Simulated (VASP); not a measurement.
# ZnSe (a) (F-43m) in VASP: single point with PBE

Aim: the single point of ZnSe (a) with PBE.

Everything below comes from runs of VASP 6.6.1. Logs are shortened: lines on timing, memory, paths and dates and some standing lists are left out, and cuts for length are marked.

**1. The cell of the first run**

It takes space group F-43m (No. 216, cubic). Conventional cell: a = 5.733 Å, b = 5.733 Å, c = 5.733 Å, α = 90.00°, β = 90.00°, γ = 90.00°. Zn (site symmetry -43m) has 4 Se at 2.48 Å within 3.3 Å. Se (site symmetry -43m) has 4 Zn at 2.48 Å within 3.3 Å.

**2. Single point, PBE**

Input file INCAR:

```
SYSTEM = ZnSe
ALGO = Normal ; EDIFF = 1E-6
ENCUT = 500 ; GGA = PE
GGA_COMPAT = .FALSE. ; ISIF = 2
ISMEAR = 0 ; LASPH = .TRUE.
LCHARG = .FALSE. ; LREAL = .FALSE.
LWAVE = .FALSE. ; NBANDS = 16
NELM = 120 ; PREC = Accurate
SIGMA = 0.02
```

Input file KPOINTS:

```
k-points
0
G
  8 8 8
  0 0 0
```

Input file POSCAR:

```
ZnSe
1.0
    0.0000000000      2.8664359626      2.8664359626
    2.8664359626      0.0000000000      2.8664359626
    2.8664359626      2.8664359626      0.0000000000
Zn Se
1 1
Direct
    0.0000000000      0.0000000000      0.0000000000
    0.2500000000      0.2500000000      0.2500000000
```

Potentials or basis: VASP PAW PBE potentials, release 64 (Zn, Se).

Command:

```sh
$ cat potpaw_PBE.64/Zn/POTCAR potpaw_PBE.64/Se/POTCAR > POTCAR
$ mpirun -np 1 vasp_std > vasp.out
```

OUTCAR:

```text
SYSTEM = ZnSe
   EDIFF = 1E-6
   ENCUT = 500
   GGA = PE
   ISIF = 2
   ISMEAR = 0
   LASPH = .TRUE.
   LREAL = .FALSE.
   NELM = 120
   PREC = Accurate

 ion  position               nearest neighbor table
   1  0.000  0.000  0.000-   2 2.48   2 2.48   2 2.48   2 2.48
   2  0.250  0.250  0.250-   1 2.48   1 2.48   1 2.48   1 2.48

  LATTYP: Found a face centered cubic cell.
 ALAT       =     5.7328719252

  Lattice vectors:

 A1 = (   0.0000000000,   2.8664359626,   2.8664359626)
 A2 = (   2.8664359626,   0.0000000000,   2.8664359626)
 A3 = (   2.8664359626,   2.8664359626,   0.0000000000)

Analysis of symmetry for initial positions (statically):
=====================================================================
 Subroutine PRICEL returns:
 Original cell was already a primitive cell.

 Routine SETGRP: Setting up the symmetry group for a
 face centered cubic supercell.

 Subroutine GETGRP returns: Found 24 space group operations
 (whereof 24 operations were pure point group operations)
 out of a pool of 48 trial point group operations.

The static configuration has the point symmetry T_d .

Analysis of symmetry for dynamics (positions and initial velocities):
=====================================================================
 Subroutine PRICEL returns:
 Original cell was already a primitive cell.

 Routine SETGRP: Setting up the symmetry group for a
 face centered cubic supercell.

 Subroutine GETGRP returns: Found 24 space group operations
 (whereof 24 operations were pure point group operations)
 out of a pool of 48 trial point group operations.

The dynamic configuration has the point symmetry T_d .

 Subroutine INISYM returns: Found 24 space group operations
 (whereof 24 operations are pure point group operations),
 and found     1 'primitive' translations

----------------------------------------------------------------------------------------

                                     Primitive cell

  volume of cell :      47.1039

  direct lattice vectors                    reciprocal lattice vectors
     0.000000000  2.866435963  2.866435963    -0.174432643  0.174432643  0.174432643
     2.866435963  0.000000000  2.866435963     0.174432643 -0.174432643  0.174432643
     2.866435963  2.866435963  0.000000000     0.174432643  0.174432643 -0.174432643

  length of vectors
     4.053752614  4.053752614  4.053752614     0.302126200  0.302126200  0.302126200

[... 73 lines left out ...]
   ICHARG =      2    charge: 1-file 2-atom 10-const
   ISPIN  =      1    spin polarized calculation?
   LNONCOLLINEAR =      F non collinear calculations
   LSORBIT =      F    spin-orbit coupling
   LASPH  =      T    aspherical Exc in radial PAW
   ENCUT  =  500.0 eV  36.75 Ry    6.06 a.u.   7.39  7.39  7.39*2*pi/ulx,y,z
   NELM   =    120;   NELMIN=  2; NELMDL= -5     # of ELM steps
   EDIFF  = 0.1E-05   stopping-criterion for ELM
   LREAL  =      F    real-space projection
   EDIFFG = 0.1E-04   stopping-criterion for IOM
   NSW    =      0    number of steps for IOM
   IBRION =     -1    ionic relax: 0-MD 1-quasi-New 2-CG
   NFREE  =      0    steps in history (QN), initial steepest desc. (CG)
   ISIF   =      2    stress and relaxation
   ISYM   =      2    0-nonsym 1-usesym 2-fastsym
   POTIM  = 0.5000    time-step for ionic-motion
   TEBEG  =    0.0;   TEEND  =   0.0 temperature during run
   PSTRESS=    0.0 pullay stress
   NELECT =      18.0000    total number of electrons
   NUPDOWN=      -1.0000    fix difference up-down
   EMIN   =  10.00;   EMAX   =-10.00  energy-range for DOS
   EFERMI =   0.00;   METHOD = LEGACY
   ISMEAR =     0;   SIGMA  =   0.02  broadening in eV -4-tet -1-fermi 0-gaus
   EFERMI_NEDOS =   21; number of points for ismear=-14 and -15
   IALGO  =     38    algorithm
   IMIX   =      4    mixing-type and parameters
     AMIX     =   0.40;   BMIX     =  1.00
     AMIX_MAG =   1.60;   BMIX_MAG =  1.00
  volume/ion in A,a.u.               =      23.55       158.94
  Fermi-wavevector in a.u.,A,eV,Ry     =   1.187992  2.244979 19.202234  1.411324
  Thomas-Fermi vector in A             =   2.324131
   LORBIT       =      0    0 simple, 1 ext, 2 COOP (PROOUT), +10 PAW based schemes
   GGA     = PE    functional components
   LHFCALC =     F    Hartree Fock is set to
   AEXX    =    0.0000 exact exchange contribution
   IVDW    =     0    specifies the selected vdW correction
   LEPSILON=     F    determine dielectric tensor
   LRPA    =     F    only Hartree local field effects (RPA)
 non-spin polarized calculation
 Gauss-broadening in eV      SIGMA  =   0.02
  energy-cutoff  :      500.00
  volume of cell :       47.10
 maximum number of plane-waves:      1243
 NGX is ok and might be reduce to    30
   NGX = 15   NGY = 15   NGZ = 15

 number of electron      18.0000017 magnetization

 Free energy of the ion-electron system (eV)
  ---------------------------------------------------
  ext. energy  EPLUGINS =         0.00000000
  ---------------------------------------------------
  free energy    TOTEN  =        -6.03233137 eV

  energy without entropy =       -6.03233137  energy(sigma->0) =       -6.03233137

 E-fermi :   1.4103     XC(G=0):  -9.1656

 val. band max:        1.3246331030   @ k =   0.0000   0.0000   0.0000
 cond. band min:       2.4780635307   @ k =   0.0000   0.0000   0.0000
 fundamental gap:      1.1534304276
 Fermi energy:         1.4103265250

 k-point     1 :       0.0000    0.0000    0.0000
  band No.  band energies     occupation
      1     -11.7201      2.00000
      2      -5.1024      2.00000
      3      -5.1024      2.00000
      4      -5.1024      2.00000
      5      -4.7631      2.00000
      6      -4.7631      2.00000
[... 433 lines left out ...]
      3      -4.9721      2.00000
      4      -4.7900      2.00000
      5      -4.7561      2.00000
      6      -4.5695      2.00000
[... 8 lines left out ...]
     15      13.9458      0.00000
     16      14.7366      0.00000

 [... further k-points ...]
[... 5 lines left out ...]
  --------------------------------------------------------------------------------------
  -------------------------------------------------------------------------------------
  Total        0.0599769      0.0599769      0.0599769      0.0000000      0.0000000      0.0000000
  in kB        2.0400368      2.0400368      2.0400368      0.0000000      0.0000000      0.0000000
  external PRESSURE =       2.0400368 kB  Pullay stress =       0.0000000 kB

 VOLUME and BASIS-vectors are now :
 -----------------------------------------------------------------------------
  energy-cutoff  :      500.00
  volume of cell :       47.10
      direct lattice vectors                 reciprocal lattice vectors
     0.000000000  2.866435963  2.866435963    -0.174432643  0.174432643  0.174432643
     2.866435963  0.000000000  2.866435963     0.174432643 -0.174432643  0.174432643
     2.866435963  2.866435963  0.000000000     0.174432643  0.174432643 -0.174432643

 POSITION                                       TOTAL-FORCE (eV/Angst)
 -----------------------------------------------------------------------------------
      0.00000      0.00000      0.00000         0.000000      0.000000      0.000000
      1.43322      1.43322      1.43322        -0.000000     -0.000000     -0.000000
 -----------------------------------------------------------------------------------
    total drift:                               -0.000000     -0.000000     -0.000001

  FREE ENERGIE OF THE ION-ELECTRON SYSTEM (eV)
  ---------------------------------------------------
  free  energy   TOTEN  =        -6.0323313694 eV

  energy  without entropy=       -6.0323313694  energy(sigma->0) =       -6.03233137
```

OSZICAR:

```text
N       E                     dE             d eps       ncg     rms          rms(c)
DAV:   1     0.867965596228E+02    0.86797E+02   -0.86575E+03   928   0.124E+03
DAV:   2    -0.798025324677E+00   -0.87595E+02   -0.82490E+02  1032   0.247E+02
DAV:   3    -0.627947483986E+01   -0.54814E+01   -0.54626E+01  1176   0.618E+01
DAV:   4    -0.632189100947E+01   -0.42416E-01   -0.42412E-01  1144   0.565E+00
DAV:   5    -0.632209551998E+01   -0.20451E-03   -0.20451E-03  1136   0.357E-01    0.447E+00
DAV:   6    -0.605040437953E+01    0.27169E+00   -0.53338E-01  1392   0.231E+01    0.343E+00
DAV:   7    -0.603211909917E+01    0.18285E-01   -0.14835E-01  1064   0.339E+00    0.147E+00
DAV:   8    -0.603196593390E+01    0.15317E-03   -0.42226E-03  1240   0.614E-01    0.434E-01
DAV:   9    -0.603222681097E+01   -0.26088E-03   -0.10553E-03  1064   0.244E-01    0.672E-02
DAV:  10    -0.603232844405E+01   -0.10163E-03   -0.15552E-04  1224   0.945E-02    0.173E-02
DAV:  11    -0.603233003618E+01   -0.15921E-05   -0.28739E-05  1024   0.445E-02    0.488E-03
DAV:  12    -0.603233127624E+01   -0.12401E-05   -0.38516E-06  1240   0.129E-02    0.319E-03
DAV:  13    -0.603233136941E+01   -0.93163E-07   -0.58429E-07   880   0.585E-03
   1 F= -.60323314E+01 E0= -.60323314E+01  d E =-.703626E-12
```

It took 23 s on 1 thread of Intel Xeon Platinum 8259CL at 2.50GHz (Skylake/Cascade Lake), shared host; peak memory 0.17 GiB.

What came out:

| Property | Result |
| --- | --- |
| Free energy | -6.0323 eV |
| Pressure | 0.2 GPa |
| Band gap on the k mesh | 1.15 eV, direct |

Expect the measured gap to be larger: semilocal functionals such as PBE lack the derivative discontinuity.
